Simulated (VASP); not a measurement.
Wanted: the native input for a VASP 6.6.1 run.

- Task: single point
- Functional: PBEsol
- Potentials or basis: VASP PAW PBE potentials, release 64 (Ge_d)
- Cutoff: 520 eV
- k mesh: 14 × 14 × 14
- Occupations: gaussian, width 0.15 eV
- Spin: no spin polarisation
- Dipole correction: no
- Further INCAR settings: ALGO = Normal; EDIFF = 1e-07; NBANDS = 21

The structure of Ge lies in POSCAR:

```
Ge
1.0
    0.0000000000      2.6873315000      2.9702085000
    2.6873315000      0.0000000000      2.9702085000
    2.6873315000      2.6873315000      0.0000000000
Ge
2
Direct
    0.5000000000      0.5000000000      0.5000000000
    0.7500000000      0.7500000000      0.7500000000
```

This cell differs from its parent crystal: strain -0.050 along x and y, +0.050 along z.

The input as run:

INCAR

```
SYSTEM = Ge
PREC = Accurate ; ENCUT = 520
EDIFF = 1E-7 ; ISMEAR = 0
SIGMA = 0.15 ; LREAL = .FALSE.
LASPH = .TRUE. ; NELM = 100
ALGO = Normal ; ISIF = 2
LWAVE = .FALSE. ; LCHARG = .FALSE.
GGA = PS ; NBANDS = 21
```

KPOINTS

```
regular mesh
0
G
  14 14 14
  0 0 0
```

Potentials or basis: VASP PAW PBE potentials, release 64 (Ge_d).

Command:

```bash
$ cat potpaw_PBE.64/Ge_d/POTCAR > POTCAR
$ mpirun -np 1 vasp_std > vasp.out
```

Results of the run:

```
Pressure               : 4.8 GPa
Band gap on the k mesh : zero (band 14 reaches 5.71 eV, above the bottom of band 15 at 5.48 eV)
```

Caveat: the cell differs from its parent crystal (strain -0.050 along x and y, +0.050 along z); the PAW data sets were made with another functional, which shifts forces and pressure a little.

It took 3.1 min on 1 thread of Intel(R) Xeon(R) Platinum 8259CL CPU @ 2.50GHz (Skylake/Cascade Lake), with other jobs on the host, peak memory 0.29 GiB.
